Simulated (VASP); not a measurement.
# NdTl2P3 (Cmm2) in VASP: a series of runs

Runs on NdTl2P3. Level: PBE. Tasks: single point.

All numbers are computed with VASP 6.6.1; they aren't measurements. Logs are shortened: lines on timing, memory, paths and dates and some standing lists are left out, and cuts for length are marked.

## (1) The cell of the first run

The structure is orthorhombic, space group Cmm2 (No. 35). Conventional cell: a = 5.975 Å, b = 5.984 Å, c = 7.950 Å, α = 90.00°, β = 90.00°, γ = 90.00°. Within 3.9 Å of Nd (site symmetry mm2) lie 8 P at 2.98 to 3.04 Å and 2 Tl at 3.58 Å. Tl (site symmetry m) has 4 Tl at 2.97 to 3.01 Å and 3 P at 2.99 to 3.11 Å and 1 Nd at 3.58 Å within 3.9 Å. Within 3.9 Å of P (site symmetry 2) lie 2 Nd at 2.98 Å and 6 P at 2.99 to 3.38 Å and 2 Tl at 2.99 Å. Within 4.0 Å of P (site symmetry mm2) lie 4 Nd at 3.04 Å and 2 Tl at 3.11 Å and 4 P at 3.38 Å.

The cell was built from a structure type or drawn by symmetry, and may not be a known phase.

## (2) Single point, PBE

File INCAR:

```
SYSTEM = NdTl2P3
PREC = Accurate
ENCUT = 500
EDIFF = 1E-6
ISMEAR = 0
SIGMA = 0.2
LREAL = .FALSE.
LASPH = .TRUE.
NELM = 200
ALGO = Normal
ISIF = 2
LWAVE = .FALSE.
LCHARG = .TRUE.
GGA = PE
LELF = .TRUE.
LVHAR = .TRUE.
NBANDS = 35
GGA_COMPAT = .FALSE.
LMAXMIX = 6
```

File KPOINTS:

```
regular mesh
0
G
  4 4 2
  0 0 0
```

File POSCAR:

```
NdTl2P3
1.0
    2.9876932988     -2.9918332988      0.0000000000
    2.9876932988      2.9918332988      0.0000000000
    0.0000000000      0.0000000000      7.9499385829
Nd Tl P
1 2 3
Direct
    0.0000000000      0.0000000000      0.4435550874
    0.2484765964      0.7515234036      0.0336641997
    0.7515234036      0.2484765964      0.0336641997
    0.0000000000      0.5000000000      0.7072055474
    0.5000000000      0.0000000000      0.7072055474
    0.5000000000      0.5000000000      0.3753877983
```

Potentials or basis: VASP PAW PBE potentials, release 64 (Nd_3, Tl_d, P), 4f in core.

On the command line:

```
> cat potpaw_PBE.64/Nd_3/POTCAR potpaw_PBE.64/Tl_d/POTCAR potpaw_PBE.64/P/POTCAR > POTCAR
> mpirun -np 1 vasp_std > vasp.out
```

OUTCAR:

```text
SYSTEM = NdTl2P3
   PREC = Accurate
   ENCUT = 500
   EDIFF = 1E-6
   ISMEAR = 0
   LREAL = .FALSE.
   LASPH = .TRUE.
   NELM = 200
   ISIF = 2
   GGA = PE

 ion  position               nearest neighbor table
   1  0.000  0.000  0.444-   4 2.98   5 2.98   4 2.98   5 2.98   6 3.04   6 3.04   6 3.04   6 3.04
                             2 3.58   3 3.58
   2  0.248  0.752  0.034-   3 2.97   3 2.99   3 2.99   5 2.99   4 2.99   3 3.01   6 3.11   1 3.58

   3  0.752  0.248  0.034-   2 2.97   2 2.99   2 2.99   5 2.99   4 2.99   2 3.01   6 3.11   1 3.58

   4  0.000  0.500  0.707-   1 2.98   1 2.98   3 2.99   2 2.99
   5  0.500  0.000  0.707-   1 2.98   1 2.98   3 2.99   2 2.99
   6  0.500  0.500  0.375-   1 3.04   1 3.04   1 3.04   1 3.04   3 3.11   2 3.11

  LATTYP: Found a base centered orthorhombic cell.
 ALAT       =     5.9753865976
 B/A-ratio  =     1.0013856844
 C/A-ratio  =     1.3304475707

  Lattice vectors:

 A1 = (   2.9876932988,  -2.9918332988,   0.0000000000)
 A2 = (   2.9876932988,   2.9918332988,   0.0000000000)
 A3 = (   0.0000000000,   0.0000000000,   7.9499385829)

Analysis of symmetry for initial positions (statically):
=====================================================================
 Subroutine PRICEL returns:
 Original cell was already a primitive cell.

 Routine SETGRP: Setting up the symmetry group for a
 base centered orthorhombic supercell.

 Subroutine GETGRP returns: Found  4 space group operations
 (whereof  4 operations were pure point group operations)
 out of a pool of  8 trial point group operations.

The static configuration has the point symmetry C_2v.

Analysis of symmetry for dynamics (positions and initial velocities):
=====================================================================
 Subroutine PRICEL returns:
 Original cell was already a primitive cell.

 Routine SETGRP: Setting up the symmetry group for a
 base centered orthorhombic supercell.

 Subroutine GETGRP returns: Found  4 space group operations
 (whereof  4 operations were pure point group operations)
 out of a pool of  8 trial point group operations.

The dynamic configuration has the point symmetry C_2v.

 Subroutine INISYM returns: Found  4 space group operations
 (whereof  4 operations are pure point group operations),
 and found     1 'primitive' translations

----------------------------------------------------------------------------------------

                                     Primitive cell

  volume of cell :     142.1239

  direct lattice vectors                    reciprocal lattice vectors
     2.987693299 -2.991833299  0.000000000     0.167353189 -0.167121611  0.000000000
     2.987693299  2.991833299  0.000000000     0.167353189  0.167121611  0.000000000
     0.000000000  0.000000000  7.949938583     0.000000000  0.000000000  0.125787135

  length of vectors
     4.228164819  4.228164819  7.949938583     0.236509455  0.236509455  0.125787135

  position of ions in fractional coordinates (direct lattice)
     0.000000000  0.000000000  0.443555087
     0.248476596  0.751523404  0.033664200
     0.751523404  0.248476596  0.033664200
     0.000000000  0.500000000  0.707205547
     0.500000000  0.000000000  0.707205547
     0.500000000  0.500000000  0.375387798

  ion indices of the primitive-cell ions
   primitive index   ion index
                 1           1
                 2           2
                 3           3
                 4           4
                 5           5
                 6           6

----------------------------------------------------------------------------------------

 KPOINTS: regular mesh

Automatic generation of k-mesh.
 Grid dimensions read from file:
 generate k-points for:    4    4    2

 Generating k-lattice:

  Cartesian coordinates                     Fractional coordinates (reciprocal lattice)
     0.041838297 -0.041780403  0.000000000     0.250000000  0.000000000  0.000000000
     0.041838297  0.041780403  0.000000000     0.000000000  0.250000000  0.000000000
     0.000000000  0.000000000  0.062893568     0.000000000  0.000000000  0.500000000

  Length of vectors
     0.059127364  0.059127364  0.062893568

  Shift w.r.t. Gamma in fractional coordinates (k-lattice)
     0.000000000  0.000000000  0.000000000

 Subroutine IBZKPT returns following result:
 ===========================================

 Found     14 irreducible k-points:

 Following reciprocal coordinates:
            Coordinates               Weight
  0.000000  0.000000  0.000000      1.000000
  0.250000  0.000000  0.000000      4.000000
  0.500000  0.000000  0.000000      2.000000
  0.250000  0.250000  0.000000      2.000000
  0.500000  0.250000  0.000000      4.000000
 -0.250000  0.250000  0.000000      2.000000
  0.500000  0.500000  0.000000      1.000000
  0.000000  0.000000  0.500000      1.000000
  0.250000  0.000000  0.500000      4.000000
  0.500000  0.000000  0.500000      2.000000
  0.250000  0.250000  0.500000      2.000000
  0.500000  0.250000  0.500000      4.000000
 -0.250000  0.250000  0.500000      2.000000
  0.500000  0.500000  0.500000      1.000000
   k-points           NKPTS =     14   k-points in BZ     NKDIM =     14   number of bands    NBANDS=     35
   number of dos      NEDOS =    301   number of ions     NIONS =      6
   total plane-waves  NPLWV =  61440
   dimension x,y,z NGX =    32 NGY =   32 NGZ =   60
   dimension x,y,z NGXF=    64 NGYF=   64 NGZF=  120
   ions per type =               1   2   3
   NGX,Y,Z   is equivalent  to a cutoff of  12.58, 12.58, 12.55 a.u.
   NGXF,Y,Z  is equivalent  to a cutoff of  25.16, 25.16, 25.09 a.u.
 SYSTEM =  NdTl2P3
   PREC   = accura    normal or accurate (medium, high low for compatibility)
   ISTART =      0    job   : 0-new  1-cont  2-samecut
   ICHARG =      2    charge: 1-file 2-atom 10-const
   ISPIN  =      1    spin polarized calculation?
   LNONCOLLINEAR =      F non collinear calculations
   LSORBIT =      F    spin-orbit coupling
   LASPH  =      T    aspherical Exc in radial PAW
   ENCUT  =  500.0 eV  36.75 Ry    6.06 a.u.   7.71  7.71 14.49*2*pi/ulx,y,z
   NELM   =    200;   NELMIN=  2; NELMDL= -5     # of ELM steps
   EDIFF  = 0.1E-05   stopping-criterion for ELM
   LREAL  =      F    real-space projection
   EDIFFG = 0.1E-04   stopping-criterion for IOM
   NSW    =      0    number of steps for IOM
   IBRION =     -1    ionic relax: 0-MD 1-quasi-New 2-CG
   NFREE  =      0    steps in history (QN), initial steepest desc. (CG)
   ISIF   =      2    stress and relaxation
   ISYM   =      2    0-nonsym 1-usesym 2-fastsym
   POTIM  = 0.5000    time-step for ionic-motion
   TEBEG  =    0.0;   TEEND  =   0.0 temperature during run
   PSTRESS=    0.0 pullay stress
   NELECT =      52.0000    total number of electrons
   NUPDOWN=      -1.0000    fix difference up-down
   EMIN   =  10.00;   EMAX   =-10.00  energy-range for DOS
   EFERMI =   0.00;   METHOD = LEGACY
   ISMEAR =     0;   SIGMA  =   0.20  broadening in eV -4-tet -1-fermi 0-gaus
   EFERMI_NEDOS =   21; number of points for ismear=-14 and -15
   IALGO  =     38    algorithm
   IMIX   =      4    mixing-type and parameters
     AMIX     =   0.40;   BMIX     =  1.00
     AMIX_MAG =   1.60;   BMIX_MAG =  1.00
  volume/ion in A,a.u.               =      23.69       159.85
  Fermi-wavevector in a.u.,A,eV,Ry     =   1.170901  2.212682 18.653716  1.371009
  Thomas-Fermi vector in A             =   2.307353
   LORBIT       =      0    0 simple, 1 ext, 2 COOP (PROOUT), +10 PAW based schemes
   GGA     = PE    functional components
   LHFCALC =     F    Hartree Fock is set to
   AEXX    =    0.0000 exact exchange contribution
   IVDW    =     0    specifies the selected vdW correction
   LEPSILON=     F    determine dielectric tensor
   LRPA    =     F    only Hartree local field effects (RPA)
 non-spin polarized calculation
 Gauss-broadening in eV      SIGMA  =   0.20
  energy-cutoff  :      500.00
  volume of cell :      142.12
 maximum number of plane-waves:      3629
 NGX is ok and might be reduce to    32
   NGX = 15   NGY = 15   NGZ = 29

 number of electron      52.0000008 magnetization

 Free energy of the ion-electron system (eV)
  ---------------------------------------------------
  ext. energy  EPLUGINS =         0.00000000
  ---------------------------------------------------
  free energy    TOTEN  =       -25.79178108 eV

  energy without entropy =      -25.73524119  energy(sigma->0) =      -25.76351113

 E-fermi :   5.8196     XC(G=0): -10.2407

 val. band max:        5.8078926398   @ k =   0.5000   0.0000   0.0000
 cond. band min:       5.8203161531   @ k =   0.0000   0.0000   0.5000
 fundamental gap:      0.0124235133
 Fermi energy:         5.8196225220

 k-point     1 :       0.0000    0.0000    0.0000
  band No.  band energies     occupation
      1     -31.6779      2.00000
      2     -13.0207      2.00000
      3     -12.7569      2.00000
      4     -12.7432      2.00000
      5      -6.8169      2.00000
      6      -6.4541      2.00000
[... 27 lines left out ...]
     34       9.7072      0.00000
     35       9.8735      0.00000

 k-point     2 :       0.2500    0.0000    0.0000
  band No.  band energies     occupation
      1     -31.6740      2.00000
      2     -13.0013      2.00000
      3     -12.8729      2.00000
      4     -12.7372      2.00000
      5      -6.5876      2.00000
      6      -6.2669      2.00000
[... 27 lines left out ...]
     34      10.0527      0.00000
     35      10.6955      0.00000

 k-point     3 :       0.5000    0.0000    0.0000
  band No.  band energies     occupation
      1     -31.6700      2.00000
      2     -12.9907      2.00000
      3     -12.9806      2.00000
      4     -12.7248      2.00000
      5      -5.9897      2.00000
      6      -5.9531      2.00000
[... 27 lines left out ...]
     34      10.3001      0.00000
     35      10.4792      0.00000

 k-point     4 :       0.2500    0.2500    0.0000
  band No.  band energies     occupation
      1     -31.6701      2.00000
      2     -12.9832      2.00000
      3     -12.8534      2.00000
      4     -12.8481      2.00000
      5      -6.5727      2.00000
      6      -6.1107      2.00000
[... 27 lines left out ...]
     34       9.9972      0.00000
     35      10.0945      0.00000

 k-point     5 :       0.5000    0.2500    0.0000
  band No.  band energies     occupation
      1     -31.6662      2.00000
      2     -12.9640      2.00000
      3     -12.9609      2.00000
      4     -12.8284      2.00000
      5      -6.3180      2.00000
      6      -6.2860      2.00000
[... 258 lines left out ...]
 k-point    12 :       0.5000    0.2500    0.5000
  band No.  band energies     occupation
      1     -31.6662      2.00000
      2     -12.9645      2.00000
      3     -12.9608      2.00000
      4     -12.8283      2.00000
      5      -6.3181      2.00000
      6      -6.2860      2.00000
[... 27 lines left out ...]
     34      10.5711      0.00000
     35      11.2563      0.00000

 k-point    13 :      -0.2500    0.2500    0.5000
  band No.  band energies     occupation
      1     -31.6701      2.00000
      2     -12.9843      2.00000
      3     -12.8670      2.00000
      4     -12.8340      2.00000
      5      -6.6048      2.00000
      6      -6.1226      2.00000
[... 27 lines left out ...]
     34       9.7016      0.00000
     35      10.9293      0.00000

 k-point    14 :       0.5000    0.5000    0.5000
  band No.  band energies     occupation
      1     -31.6624      2.00000
      2     -12.9459      2.00000
      3     -12.9374      2.00000
      4     -12.9231      2.00000
      5      -6.4986      2.00000
      6      -6.4614      2.00000
[... 27 lines left out ...]
     34      11.1413      0.00000
     35      11.2529      0.00000

------------------------ aborting loop because EDIFF is reached ----------------------------------------

  FORCE on cell =-STRESS in cart. coord.  units (eV):
  Direction    XX          YY          ZZ          XY          YZ          ZX
  --------------------------------------------------------------------------------------
  -------------------------------------------------------------------------------------
  Total       -0.1273441     -0.2363849      0.0984836      0.0000000      0.0000000      0.0000000
  in kB       -1.4355626     -2.6647905      1.1102152      0.0000000      0.0000000      0.0000000
  external PRESSURE =      -0.9967126 kB  Pullay stress =       0.0000000 kB

 VOLUME and BASIS-vectors are now :
 -----------------------------------------------------------------------------
  energy-cutoff  :      500.00
  volume of cell :      142.12
      direct lattice vectors                 reciprocal lattice vectors
     2.987693299 -2.991833299  0.000000000     0.167353189 -0.167121611  0.000000000
     2.987693299  2.991833299  0.000000000     0.167353189  0.167121611  0.000000000
     0.000000000  0.000000000  7.949938583     0.000000000  0.000000000  0.125787135

 POSITION                                       TOTAL-FORCE (eV/Angst)
 -----------------------------------------------------------------------------------
      0.00000      0.00000      3.52624        -0.000000      0.000000      0.048665
      2.98769      1.50503      0.26763        -0.000000      0.026313      0.001005
      2.98769     -1.50503      0.26763        -0.000000     -0.026313      0.001005
      1.49385      1.49592      5.62224         0.000000      0.000000     -0.018928
      1.49385     -1.49592      5.62224         0.000000      0.000000     -0.018928
      2.98769      0.00000      2.98431        -0.000000      0.000000     -0.012818
 -----------------------------------------------------------------------------------
    total drift:                               -0.000000     -0.000000     -0.000199

  FREE ENERGIE OF THE ION-ELECTRON SYSTEM (eV)
  ---------------------------------------------------
  free  energy   TOTEN  =       -25.7917810765 eV

  energy  without entropy=      -25.7352411895  energy(sigma->0) =      -25.76351113
```

It took 29 s on 1 thread of Intel Xeon 6975P-C (Granite Rapids), shared host; peak memory 0.26 GiB.

What came out:

- Free energy: -25.7918 eV
- Pressure: -0.1 GPa
- Largest force: 0.049 eV/Å
- Band gap on the k mesh: zero (bands 26 and 27 overlap by 1.61 eV)

Forces on the atoms (eV/Å):
```
Nd   0.000  0.000  0.049
Tl   0.000  0.026  0.001
Tl   0.000 -0.026  0.001
P    0.000  0.000 -0.019
P    0.000  0.000 -0.019
P    0.000  0.000 -0.013
```

Stress tensor (GPa, compression positive):
```
-0.14  0.00  0.00
 0.00 -0.27  0.00
 0.00  0.00  0.11
```

Caveat: the k points lie up to 0.40 Å⁻¹ apart, too coarse for converged energies and pressures of a metal; spin-orbit coupling is left out, which moves the levels of the heavy elements; the 4f electrons are frozen in the core, so they carry no moment and show no levels.

## (3) Single point, PBE

File INCAR:

```
PREC = Accurate ; ENCUT = 500
EDIFF = 1E-6 ; ISMEAR = 0
SIGMA = 0.1 ; LREAL = False
LASPH = True ; NELM = 200
ALGO = Normal ; ISIF = 2
LWAVE = False ; LCHARG = False
GGA = PE ; NBANDS = 35
GGA_COMPAT = False ; LMAXMIX = 6
```

File KPOINTS:

```
Automatic mesh
0
Gamma
  4 4 2
```

File POSCAR:

```
NdTl2P3
1.0
    2.9876932988     -2.9918332988      0.0000000000
    2.9876932988      2.9918332988      0.0000000000
    0.0000000000      0.0000000000      7.9499385829
Nd Tl P
1 2 3
Direct
    0.0000000000      0.0000000000      0.5564449126
    0.7515234036      0.2484765964      0.9663358003
    0.2484765964      0.7515234036      0.9663358003
    0.5000000000      0.0000000000      0.2927944526
    0.0000000000      0.5000000000      0.2927944526
    0.5000000000      0.5000000000      0.6246122017
```

Potentials or basis: VASP PAW PBE potentials, release 64 (Nd_3, Tl_d, P), 4f in core.

On the command line:

```
> cat potpaw_PBE.64/Nd_3/POTCAR potpaw_PBE.64/Tl_d/POTCAR potpaw_PBE.64/P/POTCAR > POTCAR
> mpirun -np 1 vasp_std > vasp.out
```

It took 29 s on 1 thread of Intel Xeon 6975P-C (Granite Rapids), shared host; peak memory 0.26 GiB.

It converged, with:

| Item | Value |
| --- | --- |
| Free energy | -25.7682 eV |
| Pressure | -0.1 GPa |
| Largest force | 0.058 eV/Å |
| Band gap on the k mesh | zero (bands 26 and 27 overlap by 1.62 eV) |

Forces on the atoms (eV/Å):
```
Nd   0.000  0.000 -0.058
Tl   0.000 -0.038  0.014
Tl   0.000  0.038  0.014
P    0.000  0.000  0.023
P    0.000  0.000  0.023
P    0.000  0.000 -0.017
```

Stress tensor (GPa, compression positive):
```
 0.02  0.00  0.00
 0.00 -0.01  0.00
 0.00  0.00 -0.32
```

Levels at points of the mesh, in eV from the Fermi level:
| k point | band 24 | band 25 | band 26 | band 27 | band 28 | band 29 |
| --- | --- | --- | --- | --- | --- | --- |
| (0.00, 0.00, 0.00) | -1.39 | -0.53 | -0.07 | 0.35 | 0.51 | 2.46 |
| (0.50, 0.00, 0.00) | -1.13 | -1.06 | -0.43 | 0.01 | 0.41 | 1.85 |
| (0.50, 0.50, 0.00) | -2.37 | -1.82 | 0.10 | 0.57 | 0.80 | 1.79 |
| (0.00, 0.00, 0.50) | -0.52 | 0.01 | 0.20 | 1.01 | 1.56 | 2.40 |
| (0.50, 0.00, 0.50) | -1.43 | -0.75 | -0.56 | -0.37 | 1.35 | 2.77 |
| (0.50, 0.50, 0.50) | -1.98 | -1.30 | -0.94 | -0.78 | -0.31 | 2.92 |

Caveat: the k points lie up to 0.40 Å⁻¹ apart, too coarse for converged energies and pressures of a metal; spin-orbit coupling is left out, which moves the levels of the heavy elements; the 4f electrons are frozen in the core, so they carry no moment and show no levels.
